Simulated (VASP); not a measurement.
# C in VASP: single point with PBEsol+D3(BJ)

Aim: the single point of C with PBEsol+D3(BJ).

Everything below comes from runs of VASP 6.6.1. Logs are shortened: lines on timing, memory, paths and dates and some standing lists are left out, and cuts for length are marked.

## (1) The cell of the first run

The cell holds a slab with vacuum, 4 atoms: a = 2.424 Å, b = 2.424 Å, c = 24.773 Å, α = 90.00°, β = 90.00°, γ = 120.00°.

## (2) Single point, PBEsol+D3(BJ) (c/a of the conventional cell at fixed volume 10.2204)

File INCAR:

```
ALGO = Normal
EDIFF = 1E-7
ENCUT = 520
GGA = PS
ISIF = 2
ISMEAR = 0
IVDW = 12
LASPH = T
LCHARG = T
LELF = T
LREAL = F
LVHAR = T
LWAVE = F
NBANDS = 16
NELM = 100
PREC = Accurate
SIGMA = 0.15
```

File KPOINTS:

```
k-points
0
Gamma
  18 18 2
```

File POSCAR:

```
C
1.0
    2.4238290984      0.0000000000      0.0000000000
   -1.2119145492      2.0990975736      0.0000000000
    0.0000000000      0.0000000000     24.7725029173
C
4
Direct
    0.0000000000      0.0000000000      0.5621879940
    0.0000000000      0.0000000000      0.4378120060
    0.3333333333      0.6666666667      0.4307319445
    0.6666666667      0.3333333333      0.5692680555
```

Potentials or basis: VASP PAW PBE potentials, release 64 (C).

On the command line:

```console
cat potpaw_PBE.64/C/POTCAR > POTCAR
mpirun -np 1 vasp_std > vasp.out
```

OUTCAR:

```text
EDIFF = 1E-7
   ENCUT = 520
   GGA = PS
   ISIF = 2
   ISMEAR = 0
   IVDW = 12
   LASPH = T
   LREAL = F
   NELM = 100
   PREC = Accurate
 IVDW          = 12

 ion  position               nearest neighbor table
   1  0.000  0.000  0.562-   4 1.41   4 1.41   4 1.41
   2  0.000  0.000  0.438-   3 1.41   3 1.41   3 1.41
   3  0.333  0.667  0.431-   2 1.41   2 1.41   2 1.41
   4  0.667  0.333  0.569-   1 1.41   1 1.41   1 1.41

  LATTYP: Found a hexagonal cell.
 ALAT       =     2.4238290984
 C/A-ratio  =    10.2204000000

  Lattice vectors:

 A1 = (   2.4238290984,   0.0000000000,   0.0000000000)
 A2 = (  -1.2119145492,   2.0990975736,   0.0000000000)
 A3 = (   0.0000000000,   0.0000000000,  24.7725029173)

Analysis of symmetry for initial positions (statically):
=====================================================================
 Subroutine PRICEL returns:
 Original cell was already a primitive cell.

 Routine SETGRP: Setting up the symmetry group for a
 hexagonal supercell.

 Subroutine GETGRP returns: Found 12 space group operations
 (whereof 12 operations were pure point group operations)
 out of a pool of 24 trial point group operations.

The static configuration has the point symmetry D_3d.

Analysis of symmetry for dynamics (positions and initial velocities):
=====================================================================
 Subroutine PRICEL returns:
 Original cell was already a primitive cell.

 Routine SETGRP: Setting up the symmetry group for a
 hexagonal supercell.

 Subroutine GETGRP returns: Found 12 space group operations
 (whereof 12 operations were pure point group operations)
 out of a pool of 24 trial point group operations.

The dynamic configuration has the point symmetry D_3d.

 Subroutine INISYM returns: Found 12 space group operations
 (whereof 12 operations are pure point group operations),
 and found     1 'primitive' translations

----------------------------------------------------------------------------------------

                                     Primitive cell

  volume of cell :     126.0389

  direct lattice vectors                    reciprocal lattice vectors
[... 88 lines left out ...]
   LASPH  =      T    aspherical Exc in radial PAW
   ENCUT  =  520.0 eV  38.22 Ry    6.18 a.u.   4.51  4.51 46.06*2*pi/ulx,y,z
   NELM   =    100;   NELMIN=  2; NELMDL= -5     # of ELM steps
   EDIFF  = 0.1E-06   stopping-criterion for ELM
   LREAL  =      F    real-space projection
   EDIFFG = 0.1E-05   stopping-criterion for IOM
   NSW    =      0    number of steps for IOM
   IBRION =     -1    ionic relax: 0-MD 1-quasi-New 2-CG
   NFREE  =      0    steps in history (QN), initial steepest desc. (CG)
   ISIF   =      2    stress and relaxation
   ISYM   =      2    0-nonsym 1-usesym 2-fastsym
   POTIM  = 0.5000    time-step for ionic-motion
   TEBEG  =    0.0;   TEEND  =   0.0 temperature during run
   PSTRESS=    0.0 pullay stress
   NELECT =      16.0000    total number of electrons
   NUPDOWN=      -1.0000    fix difference up-down
   EMIN   =  10.00;   EMAX   =-10.00  energy-range for DOS
   EFERMI =   0.00;   METHOD = LEGACY
   ISMEAR =     0;   SIGMA  =   0.15  broadening in eV -4-tet -1-fermi 0-gaus
   EFERMI_NEDOS =   21; number of points for ismear=-14 and -15
   IALGO  =     38    algorithm
   IMIX   =      4    mixing-type and parameters
     AMIX     =   0.40;   BMIX     =  1.00
     AMIX_MAG =   1.60;   BMIX_MAG =  1.00
  volume/ion in A,a.u.               =      31.51       212.64
  Fermi-wavevector in a.u.,A,eV,Ry     =   0.822773  1.554815  9.210536  0.676955
  Thomas-Fermi vector in A             =   1.934167
   LORBIT       =      0    0 simple, 1 ext, 2 COOP (PROOUT), +10 PAW based schemes
   GGA     = PS    functional components
   LHFCALC =     F    Hartree Fock is set to
   AEXX    =    0.0000 exact exchange contribution
   IVDW    =    12    specifies the selected vdW correction
   LEPSILON=     F    determine dielectric tensor
   LRPA    =     F    only Hartree local field effects (RPA)
 non-spin polarized calculation
 Gauss-broadening in eV      SIGMA  =   0.15
  energy-cutoff  :      520.00
  volume of cell :      126.04
 maximum number of plane-waves:      3452
 NGX is ok and might be reduce to    18
   NGX =  9   NGY =  9   NGZ = 93

 number of electron      15.9999999 magnetization

 Free energy of the ion-electron system (eV)
  ---------------------------------------------------
  ext. energy  EPLUGINS =         0.00000000
  ---------------------------------------------------
  free energy    TOTEN  =       -37.99355116 eV

  energy without entropy =      -37.99250636  energy(sigma->0) =      -37.99302876

 E-fermi :  -1.8130     XC(G=0):  -3.2018

 val. band max:       -1.8129790638   @ k =   0.3333   0.3333   0.5000
 cond. band min:      -1.8129770894   @ k =   0.3333   0.3333   0.0000
 fundamental gap:      0.0000019744
 Fermi energy:        -1.8129780717

 k-point     1 :       0.0000    0.0000    0.0000
  band No.  band energies     occupation
      1     -21.6621      2.00000
      2     -21.4664      2.00000
      3     -10.2667      2.00000
      4      -9.0640      2.00000
      5      -4.4455      2.00000
      6      -4.4455      2.00000
[... 433 lines left out ...]
      3     -14.0733      2.00000
      4     -13.9644      2.00000
      5      -8.9034      2.00000
      6      -8.8513      2.00000
[... 8 lines left out ...]
     15       9.5942      0.00000
     16       9.8991      0.00000

 [... further k-points ...]

------------------------ aborting loop because EDIFF is reached ----------------------------------------

 Edisp (eV)   -0.30933

 E8    (eV) :    -0.1570

  FORCE on cell =-STRESS in cart. coord.  units (eV):
  Direction    XX          YY          ZZ          XY          YZ          ZX
  --------------------------------------------------------------------------------------
  -------------------------------------------------------------------------------------
  Total       4.20429     4.20429    -1.04845     0.00000     0.00000    -0.00000
  in kB      53.44395    53.44395   -13.32770     0.00000     0.00000    -0.00000
  external pressure =       31.19 kB  Pullay stress =        0.00 kB

 VOLUME and BASIS-vectors are now :
 -----------------------------------------------------------------------------
  energy-cutoff  :      520.00
  volume of cell :      126.04
      direct lattice vectors                 reciprocal lattice vectors
     2.423829098  0.000000000  0.000000000     0.412570342  0.238197598  0.000000000
    -1.211914549  2.099097574  0.000000000     0.000000000  0.476395196  0.000000000
     0.000000000  0.000000000 24.772502917     0.000000000  0.000000000  0.040367338

 POSITION                                       TOTAL-FORCE (eV/Angst)
 -----------------------------------------------------------------------------------
      0.00000      0.00000     13.92680        -0.000000     -0.000000      2.897170
      0.00000      0.00000     10.84570         0.000000      0.000000     -2.897170
     -0.00000      1.39940     10.67031         0.000000      0.000000      2.900131
      1.21191      0.69970     14.10219        -0.000000      0.000000     -2.900131
 -----------------------------------------------------------------------------------
    total drift:                               -0.000000      0.000000      0.000000

  FREE ENERGIE OF THE ION-ELECTRON SYSTEM (eV)
  ---------------------------------------------------
  free  energy   TOTEN  =       -38.3028838739 eV

  energy  without entropy=      -38.3018390779  energy(sigma->0) =      -38.30236148
```

OSZICAR:

```text
N       E                     dE             d eps       ncg     rms          rms(c)
DAV:   1     0.110994307067E+03    0.11099E+03   -0.62863E+03  2384   0.772E+02
DAV:   2    -0.285968926672E+02   -0.13959E+03   -0.12327E+03  3656   0.185E+02
DAV:   3    -0.404375079029E+02   -0.11841E+02   -0.11711E+02  3144   0.602E+01
[... 16 lines left out ...]
DAV:  20    -0.379935505272E+02   -0.96086E-06   -0.76391E-09  2144   0.502E-04    0.760E-05
DAV:  21    -0.379935508878E+02   -0.36055E-06   -0.38717E-09  2152   0.293E-04    0.445E-05
DAV:  22    -0.379935510048E+02   -0.11697E-06   -0.10112E-09  2320   0.151E-04    0.265E-05
DAV:  23    -0.379935511133E+02   -0.10854E-06   -0.25067E-10  2192   0.100E-04    0.322E-05
DAV:  24    -0.379935511579E+02   -0.44594E-07   -0.13646E-10  2304   0.686E-05
   1 F= -.38302884E+02 E0= -.38302361E+02  d E =-.104480E-02
```

It took 3.3 min on 1 thread of AMD EPYC 7R13 (Zen 3), shared host; peak memory 0.27 GiB.

What came out:

```
Free energy                : -38.3029 eV
Largest force              : 2.900 eV/Å
Band gap on the k mesh     : zero (filled and empty bands touch)
Dispersion energy per atom : -0.077 eV
```

Forces in eV/Å, atoms in the order of the input:
```
C    0.000  0.000  2.897
C    0.000  0.000 -2.897
C    0.000  0.000  2.900
C    0.000  0.000 -2.900
```

Levels at points of the mesh, in eV from the Fermi level:
| k point | band 4 | band 5 | band 6 | band 7 | band 8 | band 9 | band 10 | band 11 | band 12 | band 13 |
| --- | --- | --- | --- | --- | --- | --- | --- | --- | --- | --- |
| (0.00, 0.00, 0.00) | -7.25 | -2.63 | -2.63 | -2.62 | -2.62 | 3.22 | 3.83 | 4.39 | 5.03 | 5.26 |
| (0.50, 0.00, 0.00) | -13.32 | -6.21 | -6.17 | -2.72 | -2.10 | 1.56 | 1.58 | 7.84 | 8.09 | 11.31 |
| (0.00, 0.00, 0.50) | -7.25 | -2.63 | -2.63 | -2.62 | -2.62 | 3.22 | 3.82 | 4.48 | 4.76 | 5.74 |
| (0.50, 0.00, 0.50) | -13.32 | -6.21 | -6.17 | -2.72 | -2.10 | 1.56 | 1.58 | 7.84 | 8.09 | 11.31 |

Caveat: the PAW data sets were made with another functional, which shifts forces and pressure a little.
